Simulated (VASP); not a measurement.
# MgS (Fm-3m) in VASP: a series of runs, part 2 of 2

VASP 6.6.1.

**4. Single point, LDA**

This run uses another cell than the first one, of 16.87 Å³/atom.

INCAR

```
PREC = Accurate
ENCUT = 520
EDIFF = 1E-7
ISMEAR = -1
SIGMA = 0.02
LREAL = F
LASPH = T
NELM = 100
ALGO = Normal
ISIF = 2
LWAVE = F
LCHARG = F
NBANDS = 11
```

KPOINTS

```
regular mesh
0
Gamma
  8 8 8
```

POSCAR

```
MgS
1.0
    0.0000000000      2.5645969784      2.5645969784
    2.5645969784      0.0000000000      2.5645969784
    2.5645969784      2.5645969784      0.0000000000
Mg S
1 1
Direct
    0.0000000000      0.0000000000      0.0000000000
    0.5000000000      0.5000000000      0.5000000000
```

Potentials or basis: VASP PAW LDA potentials, release 64 (Mg, S).

Started as:

```sh
> cat potpaw_LDA.64/Mg/POTCAR potpaw_LDA.64/S/POTCAR > POTCAR
> mpirun -np 1 vasp_std > vasp.out
```

OUTCAR:

```text
PREC = Accurate
   ENCUT = 520
   EDIFF = 1E-7
   ISMEAR = -1
   LREAL = F
   LASPH = T
   NELM = 100
   ISIF = 2

 ion  position               nearest neighbor table
   1  0.000  0.000  0.000-   2 2.56   2 2.56   2 2.56   2 2.56   2 2.56   2 2.56
   2  0.500  0.500  0.500-   1 2.56   1 2.56   1 2.56   1 2.56   1 2.56   1 2.56

  LATTYP: Found a face centered cubic cell.
 ALAT       =     5.1291939568

  Lattice vectors:

[... 521 lines left out ...]

------------------------ aborting loop because EDIFF is reached ----------------------------------------

  FORCE on cell =-STRESS in cart. coord.  units (eV):
  Direction    XX          YY          ZZ          XY          YZ          ZX
  --------------------------------------------------------------------------------------
  -------------------------------------------------------------------------------------
  Total       -0.1255815     -0.1255815     -0.1255815      0.0000000      0.0000000      0.0000000
  in kB       -5.9641551     -5.9641551     -5.9641551      0.0000000      0.0000000      0.0000000
  external PRESSURE =      -5.9641551 kB  Pullay stress =       0.0000000 kB

 VOLUME and BASIS-vectors are now :
 -----------------------------------------------------------------------------
  energy-cutoff  :      520.00
  volume of cell :       33.74
      direct lattice vectors                 reciprocal lattice vectors
     0.000000000  2.564596978  2.564596978    -0.194962407  0.194962407  0.194962407
     2.564596978  0.000000000  2.564596978     0.194962407 -0.194962407  0.194962407
     2.564596978  2.564596978  0.000000000     0.194962407  0.194962407 -0.194962407

 POSITION                                       TOTAL-FORCE (eV/Angst)
 -----------------------------------------------------------------------------------
      0.00000      0.00000      0.00000         0.000000     -0.000000      0.000000
      2.56460      2.56460      2.56460        -0.000000      0.000000     -0.000000
 -----------------------------------------------------------------------------------
    total drift:                                0.000000      0.000000      0.000000

  FREE ENERGIE OF THE ION-ELECTRON SYSTEM (eV)
  ---------------------------------------------------
  free  energy   TOTEN  =        -9.5920421502 eV

  energy  without entropy=       -9.5920421502  energy(sigma->0) =       -9.59204215
```

stdout:

```text
POSCAR found type information on POSCAR MgS
 POSCAR found :  2 types and       2 ions
 scaLAPACK will be used
 LDA part: xc-table for (Slater(with rela. corr.)+CA(PZ))
 , standard interpolation
 POSCAR, INCAR and KPOINTS ok, starting setup
 FFT: planning ... GRIDC
 FFT: planning ... GRID_SOFT
 FFT: planning ... GRID
 WAVECAR not read
 entering main loop
```

Run time: 14 s. Hardware: 1 thread of Intel Xeon 8259CL, shared host; peak memory 0.14 GiB.

Results:

- Free energy: -9.5920 eV
- Pressure: -0.6 GPa
- Band gap on the k mesh: 2.65 eV (least direct gap 3.84 eV)

Levels at points of the mesh, in eV from the valence-band top:
```csv
k point,band 1,band 2,band 3,band 4,band 5,band 6,band 7,band 8,band 9
"(0.00, 0.00, 0.00)",-12.89,0.00,0.00,0.00,3.84,7.81,7.81,7.81,10.31
"(0.50, 0.00, 0.00)",-11.45,-5.14,-0.65,-0.65,4.44,6.79,6.79,10.31,12.19
"(0.50, 0.50, 0.00)",-11.03,-4.48,-1.81,-1.81,2.65,4.12,12.22,12.88,13.54
```

A k mesh can miss the band edges. As with any semilocal functional, this LDA gap is likely too small.

**5. Single point, PBE**

This run uses another cell than the first one, of 17.88 Å³/atom.

INCAR

```
SYSTEM = MgS
PREC     = Accurate       ! precision mode
ENCUT    = 520            ! plane-wave cutoff, eV
EDIFF    = 1E-6           ! SCF threshold, eV
ISMEAR   = -1             ! smearing method
SIGMA    = 0.02           ! smearing width, eV
LREAL    = .False.        ! projectors in reciprocal space
LASPH    = .True.         ! aspherical terms in the spheres
NELM     = 100            ! most SCF steps
ALGO     = Normal         ! electronic algorithm
ISIF     = 2              ! what is computed and relaxed
LWAVE    = .False.        ! write WAVECAR
LCHARG   = .False.        ! write CHGCAR
GGA      = PE             ! functional
NBANDS   = 11             ! bands
```

KPOINTS

```
regular mesh
0
Gamma
  8 8 8
  0 0 0
```

POSCAR

```
MgS
1.0
    0.0000000000      2.6148576572      2.6148576572
    2.6148576572      0.0000000000      2.6148576572
    2.6148576572      2.6148576572      0.0000000000
Mg S
1 1
Direct
    0.0000000000      0.0000000000      0.0000000000
    0.5000000000      0.5000000000      0.5000000000
```

Potentials or basis: VASP PAW PBE potentials, release 64 (Mg, S).

Started as:

```sh
> cat potpaw_PBE.64/Mg/POTCAR potpaw_PBE.64/S/POTCAR > POTCAR
> mpirun -np 1 vasp_std > vasp.out
```

Wall time 16 s (1 thread of Intel Xeon 8259CL, shared host); peak memory 0.16 GiB.

It converged, with:

```yaml
Free_energy: -8.5029 eV
Pressure: -0.3 GPa
Band_gap_on_the_k_mesh: 2.74 eV (least direct gap 3.59 eV)
```

Levels at points of the mesh, in eV from the valence-band top:
```
           k point  band 1  band 2  band 3  band 4  band 5  band 6  band 7  band 8  band 9
(0.00, 0.00, 0.00)  -12.58    0.00    0.00    0.00    3.59    7.96    7.96    7.96   10.33
(0.50, 0.00, 0.00)  -11.31   -4.75   -0.57   -0.57    4.53    6.89    6.89    9.95   12.07
(0.50, 0.50, 0.00)  -10.96   -4.11   -1.65   -1.65    2.74    4.44   11.85   12.78   13.22
```

A k mesh can miss the band edges. A hybrid or GW would open this gap; PBE tends to underestimate it.

**6. Single point, PBE**

INCAR

```
ALGO = Normal ; EDIFF = 1E-6
ENCUT = 520 ; GGA = PE
ISIF = 2 ; ISMEAR = -1
LASPH = True ; LCHARG = False
LREAL = False ; LWAVE = False
NBANDS = 11 ; NELM = 100
PREC = Accurate ; SIGMA = 0.02
```

KPOINTS

```
k-points
0
Gamma
  8 8 8
```

POSCAR

```
MgS
1.0
    0.0000000000      2.6015177399      2.6015177399
    2.6015177399      0.0000000000      2.6015177399
    2.6015177399      2.6015177399      0.0000000000
Mg S
1 1
Direct
    0.0000000000      0.0000000000      0.0000000000
    0.5000000000      0.5000000000      0.5000000000
```

Potentials or basis: VASP PAW PBE potentials, release 64 (Mg, S).

Started as:

```sh
> cat potpaw_PBE.64/Mg/POTCAR potpaw_PBE.64/S/POTCAR > POTCAR
> mpirun -np 1 vasp_std > vasp.out
```

Run time: 15 s. Hardware: 1 thread of Intel Xeon 8259CL, shared host; peak memory 0.16 GiB.

Results (log left out):

| Item | Value |
| --- | --- |
| Free energy | -8.5018 eV |
| Pressure | 0.9 GPa |
| Band gap on the k mesh | 2.78 eV (least direct gap 3.71 eV) |

Levels at points of the mesh, in eV from the valence-band top:
```
           k point  band 2  band 3  band 4  band 5  band 6  band 7
(0.00, 0.00, 0.00)    0.00    0.00    0.00    3.71    7.95    7.95
(0.50, 0.00, 0.00)   -4.83   -0.59   -0.59    4.55    6.91    6.91
(0.50, 0.50, 0.00)   -4.19   -1.68   -1.68    2.78    4.40   12.01
```

A k mesh can miss the band edges.

**7. Overview**

```csv
level,potentials or basis,cell,k mesh,smearing,grid for exact exchange (PRECFOCK),share of exact exchange,gap on the mesh (eV),pressure (GPa)
PBE0,"VASP PAW PBE potentials, release 64 (Mg, S)","a = 3.679 Å, angles 60.0°, 2 atoms",6 × 6 × 6,gaussian 0.01 eV,Normal,0.25,4.49,-0.7
PBE,"VASP PAW PBE potentials, release 64 (Mg, S)","a = 3.679 Å, angles 60.0°, 2 atoms",6 × 6 × 6,gaussian 0.01 eV,-,-,2.77,0.9
LDA,"VASP PAW LDA potentials, release 64 (Mg, S)","a = 3.627 Å, angles 60.0°, 2 atoms",8 × 8 × 8,fermi-dirac 0.02 eV,-,-,2.65,-0.6
PBE,"VASP PAW PBE potentials, release 64 (Mg, S)","a = 3.698 Å, angles 60.0°, 2 atoms",8 × 8 × 8,fermi-dirac 0.02 eV,-,-,2.74,-0.3
PBE,"VASP PAW PBE potentials, release 64 (Mg, S)","a = 3.679 Å, angles 60.0°, 2 atoms",8 × 8 × 8,fermi-dirac 0.02 eV,-,-,2.78,0.9
```

Alike in all rows: task single point; no spin polarisation; cutoff (eV) 520.

Caveats: the PAW data sets were made with another functional, which shifts forces and pressure a little (at least some runs).

Total energies depend on the potentials used, so only differences within one code and one set of settings carry meaning.
